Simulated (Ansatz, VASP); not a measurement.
**One calculation of Cd2HgO3, two programs**

```
CELL_PARAMETERS angstrom
3.40413 0.00000 0.00000
-1.70206 2.94806 0.00000
0.00000 0.00000 8.37373
ATOMIC_POSITIONS crystal
Cd 0.33333 0.66667 0.66299
Cd 0.66667 0.33333 0.33701
Hg 0.00000 0.00000 0.00000
O 0.66667 0.33333 0.82178
O 0.00000 0.00000 0.50000
O 0.33333 0.66667 0.17822
```

Alike in both runs: functional PBE; k mesh 12 × 12 × 6; occupations gaussian, width 0.1 eV; no spin polarisation.

Ansatz relaxed the structure, and its values are those at the end. VASP's run is a single point on that final structure, the one shown.

|  | VASP | Ansatz |
| --- | --- | --- |
| version | VASP 6.6.1 | Ansatz 0.2.0 |
| potentials or method | VASP PAW PBE potentials, release 64 (Cd, Hg, O), cutoff 520 eV | scalar-relativistic, plane waves, PAW |
| valence electrons in the cell | 54 | 78 |

VASP gave:

| Property | Result |
| --- | --- |
| gap on the k mesh at the Fermi level (eV) | none |
| pressure (GPa) | 1.1 |

Problem. Estimate Ansatz's values.

Solution. gap on the k mesh at the Fermi level (eV): none; pressure (GPa): 0.0.

A gap of «none» marks a metal or a gap that the smearing closes. VASP's potentials hold 54 valence electrons a cell and Ansatz's 78, so a difference there can come from the potentials and not from the codes.

Neither program's run includes spin-orbit coupling.
